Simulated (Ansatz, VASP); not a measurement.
# LiF: VASP beside Ansatz

Contents of INCAR:

```
PREC = Accurate ; ENCUT = 520
EDIFF = 1E-6 ; ISMEAR = 0
SIGMA = 0.05 ; LREAL = False
LASPH = True ; NELM = 100
ALGO = Normal ; ISIF = 2
LWAVE = False ; LCHARG = True
GGA = CA ; LELF = True
LVHAR = True ; NBANDS = 18
```

KPOINTS

```
regular mesh
0
Gamma
  9 9 6
```

POSCAR

```
LiF
1.0
    3.0140916337      0.0000000000      0.0000000000
   -1.5070458168      2.6102799241      0.0000000000
    0.0000000000      0.0000000000      4.7086139501
Li F
2 2
Direct
    0.3333333333      0.6666666667      0.3652620286
    0.6666666667      0.3333333333      0.8652620286
    0.3333333333      0.6666666667      0.9910195924
    0.6666666667      0.3333333333      0.4910195924
```

Input for Ansatz:

```yaml
crystal:
  lattice:
    - [3.0140916337, 0.0, 0.0]
    - [-1.5070458168, 2.6102799241, 0.0]
    - [0.0, 0.0, 4.7086139501]
  atoms:
    - { symbol: Li, position: [0.3333333333, 0.6666666667, 0.3652620286] }
    - { symbol: Li, position: [0.6666666667, 0.3333333333, 0.8652620286] }
    - { symbol: F, position: [0.3333333333, 0.6666666667, 0.9910195924] }
    - { symbol: F, position: [0.6666666667, 0.3333333333, 0.4910195924] }
basis:
  ecutwfc: 520.0
kpoints:
  mp_grid: { grid: [9, 9, 6] }
hamiltonian:
  xc: lda
scf:
  occupations: { method: gaussian, width: 0.05 }
output:
  forces: true
  stress: true
  eigenvalues: true
```

Alike in both runs: task single point; functional LDA; k mesh 9 × 9 × 6; occupations gaussian, width 0.05 eV; no spin polarisation.

|  | VASP | Ansatz |
| --- | --- | --- |
| version | VASP 6.6.1 | Ansatz 0.2.0 |
| potentials or method | VASP PAW LDA potentials, release 64 (Li_sv, F), cutoff 520 eV | scalar-relativistic, plane waves, PAW |
| valence electrons in the cell | 20 | 20 |

VASP gave:

```
gap on the k mesh at the Fermi level (eV) : 7.94
least direct gap on the mesh (eV)         : 7.94
rms of the force components (eV/Å)        : 0.179
```

Question: What did Ansatz give for the same quantities?

Answer: gap on the k mesh at the Fermi level (eV): 7.95; least direct gap on the mesh (eV): 7.95; rms of the force components (eV/Å): 0.176.

LDA's correlation is that of Perdew and Zunger in VASP and of Perdew and Wang (1992) in Ansatz. Atom by atom the forces differ by 0.003 eV/Å (rms over components).

Noted on VASP's run: the cutoff is short for stress, so the pressure is rough.
